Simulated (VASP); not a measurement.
# K3W (Pm-3m) in VASP: a series of runs, part 2 of 2

VASP 6.6.1. Earlier steps stand in the parts before.

### 3 Relaxation of cell and atoms, PBE

This run uses another cell than the first one, of 40.29 Å³/atom.

File INCAR:

```
ALGO     = Fast           # electronic algorithm
EDIFF    = 1E-6           # SCF threshold, eV
EDIFFG   = -0.01          # ionic threshold
ENCUT    = 600            # plane-wave cutoff, eV
GGA      = PE             # functional
IBRION   = 2              # ionic algorithm
ISIF     = 3              # what is computed and relaxed
ISMEAR   = 0              # smearing method
LASPH    = T              # aspherical terms in the spheres
LCHARG   = F              # write CHGCAR
LREAL    = F              # projectors in reciprocal space
LWAVE    = F              # write WAVECAR
NELM     = 80             # most SCF steps
NSW      = 100            # ionic steps
PREC     = Accurate       # precision mode
SIGMA    = 0.1            # smearing width, eV
```

File KPOINTS:

```
k-points
0
Gamma
  8 8 8
```

File POSCAR:

```
K3W
1.0
    5.4420730490      0.0000000000      0.0000000000
    0.0000000000      5.4420730490      0.0000000000
    0.0000000000      0.0000000000      5.4420730490
K W
3 1
Direct
    0.0000000000      0.5000000000      0.5000000000
    0.5000000000      0.0000000000      0.5000000000
    0.5000000000      0.5000000000      0.0000000000
    0.0000000000      0.0000000000      0.0000000000
```

Potentials or basis: VASP PAW PBE potentials, release 64 (K_sv, W_sv).

Launch:

```bash
cat potpaw_PBE.64/K_sv/POTCAR potpaw_PBE.64/W_sv/POTCAR > POTCAR
mpirun -np 1 vasp_std > vasp.out
```

OUTCAR:

```text
EDIFF = 1E-6
   EDIFFG = -0.01
   ENCUT = 600
   GGA = PE
   IBRION = 2
   ISIF = 3
   ISMEAR = 0
   LASPH = T
   LREAL = F
   NELM = 80
   NSW = 100
   PREC = Accurate

 ion  position               nearest neighbor table
   1  0.000  0.500  0.500-
   2  0.500  0.000  0.500-
   3  0.500  0.500  0.000-
   4  0.000  0.000  0.000-

  LATTYP: Found a simple cubic cell.
 ALAT       =     5.4420730490

  Lattice vectors:

 A1 = (   5.4420730490,   0.0000000000,   0.0000000000)
 A2 = (   0.0000000000,   5.4420730490,   0.0000000000)
 A3 = (   0.0000000000,   0.0000000000,   5.4420730490)

Analysis of symmetry for initial positions (statically):
=====================================================================
 Subroutine PRICEL returns:
 Original cell was already a primitive cell.

 Routine SETGRP: Setting up the symmetry group for a
 simple cubic supercell.

 Subroutine GETGRP returns: Found 48 space group operations
 (whereof 48 operations were pure point group operations)
 out of a pool of 48 trial point group operations.

The static configuration has the point symmetry O_h .

[... 167 lines left out ...]
  energy without entropy =       -8.14533593  energy(sigma->0) =       -8.20098002

------------------------ aborting loop because EDIFF is reached ----------------------------------------

  FORCE on cell =-STRESS in cart. coord.  units (eV):
  Direction    XX          YY          ZZ          XY          YZ          ZX
  --------------------------------------------------------------------------------------
  -------------------------------------------------------------------------------------
  Total        0.1239900      0.1239900      0.1239900     -0.0000000     -0.0000000     -0.0000000
  in kB        1.2325488      1.2325488      1.2325488     -0.0000000     -0.0000000     -0.0000000
  external PRESSURE =       1.2325488 kB  Pullay stress =       0.0000000 kB
[... 63 lines left out ...]
--------------------------------------- Ionic step        3  -------------------------------------------

 number of electron      41.0000001 magnetization

 Free energy of the ion-electron system (eV)
  ---------------------------------------------------
  ext. energy  EPLUGINS =         0.00000000
  ---------------------------------------------------
  free energy    TOTEN  =        -8.25725176 eV

  energy without entropy =       -8.14523826  energy(sigma->0) =       -8.20124501

 E-fermi :   1.3066     XC(G=0):  -7.6215

 val. band max:        1.3042303845   @ k =   0.2500   0.2500   0.1250
 cond. band min:       1.3085169483   @ k =   0.2500   0.2500   0.0000
 fundamental gap:      0.0042865638
 Fermi energy:         1.3066406910

 k-point     1 :       0.0000    0.0000    0.0000
  band No.  band energies     occupation
      1     -72.5119      2.00000
      2     -36.6851      2.00000
      3     -36.6851      2.00000
      4     -36.6851      2.00000
      5     -29.9891      2.00000
      6     -29.9381      2.00000
[... 637 lines left out ...]
     23       1.5792      0.00012
     24       1.9864      0.00000

 [... further k-points ...]
[... 5 lines left out ...]
  --------------------------------------------------------------------------------------
  -------------------------------------------------------------------------------------
  Total       -0.0027180     -0.0027180     -0.0027180      0.0000000     -0.0000000      0.0000000
  in kB       -0.0267093     -0.0267093     -0.0267093      0.0000000     -0.0000000      0.0000000
  external PRESSURE =      -0.0267093 kB  Pullay stress =       0.0000000 kB
[... 19 lines left out ...]
  FREE ENERGIE OF THE ION-ELECTRON SYSTEM (eV)
  ---------------------------------------------------
  free  energy   TOTEN  =        -8.2572517569 eV

  energy  without entropy=       -8.1452382559  energy(sigma->0) =       -8.20124501

 reached required accuracy - stopping structural energy minimisation
```

OSZICAR:

```text
N       E                     dE             d eps       ncg     rms          rms(c)
DAV:   1     0.374201512030E+03    0.37420E+03   -0.20787E+04  1704   0.170E+03
DAV:   2     0.168531943397E+02   -0.35735E+03   -0.35462E+03  1944   0.481E+02
DAV:   3    -0.725729253853E+01   -0.24110E+02   -0.23916E+02  2776   0.968E+01
[... 67 lines left out ...]
RMM:   9    -0.825724487960E+01   -0.13427E-05   -0.48522E-05  2221   0.296E-02    0.377E-03
RMM:  10    -0.825724763640E+01   -0.27568E-05   -0.29196E-05  1692   0.196E-02    0.213E-03
RMM:  11    -0.825724916987E+01   -0.15335E-05   -0.16597E-05  1353   0.150E-02    0.238E-03
RMM:  12    -0.825725128174E+01   -0.21119E-05   -0.13227E-05  1336   0.125E-02    0.511E-03
RMM:  13    -0.825725175693E+01   -0.47518E-06   -0.85601E-06  1144   0.997E-03
   3 F= -.82572518E+01 E0= -.82012450E+01  d E =-.627641E-03
```

It took 14 min on 1 thread of AMD EPYC 9R14 (Zen 4), shared host; peak memory 0.41 GiB.

Results:

- Free energy: -8.2573 eV
- Relaxed volume: 40.76 Å³/atom
- Relaxed cell: a = 5.463 Å, b = 5.463 Å, c = 5.463 Å, α = 90.00°, β = 90.00°, γ = 90.00°
- Space group after relaxing (to 0.1 Å): Pm-3m (No. 221)
- Energy gained by relaxing: 0.2 meV/atom
- Ionic steps: 3
- Pressure after relaxing: 0.0 GPa
- Band gap on the k mesh: zero (an odd number of electrons rules out a gap without spin polarisation)

The path:
```csv
step,energy change (eV),largest force (eV/Å),pressure (GPa),volume (Å³)
1,0.0000,0.0000,0.12,161.17
2,-0.0004,0.0000,0.08,161.90
3,-0.0006,0.0000,0.00,163.04
```

Final structure:
```xyz
4
Lattice="5.4630 0.0000 0.0000 0.0000 5.4630 0.0000 0.0000 0.0000 5.4630" Properties=species:S:1:pos:R:3 pbc="T T T"
K     0.0000    2.7315    2.7315
K     2.7315    0.0000    2.7315
K     2.7315    2.7315    0.0000
W     0.0000    0.0000    0.0000
```

Levels at points of the mesh, in eV from the Fermi level:
| k point | band 16 | band 17 | band 18 | band 19 | band 20 | band 21 | band 22 | band 23 | band 24 |
| --- | --- | --- | --- | --- | --- | --- | --- | --- | --- |
| (0.00, 0.00, 0.00) | -14.66 | -3.47 | -0.52 | -0.52 | -0.04 | -0.04 | -0.04 | 0.28 | 2.45 |
| (0.50, 0.00, 0.00) | -14.67 | -2.61 | -1.04 | -0.29 | 0.03 | 0.03 | 0.04 | 0.24 | 1.57 |
| (0.50, 0.50, 0.00) | -14.60 | -2.04 | -0.55 | 0.03 | 0.04 | 0.04 | 0.05 | 0.05 | 0.41 |
| (0.50, 0.50, 0.50) | -14.60 | -1.90 | -0.50 | -0.50 | -0.50 | 0.35 | 0.35 | 1.17 | 1.17 |

Caveat: spin-orbit coupling is left out, which moves the levels of the heavy elements.
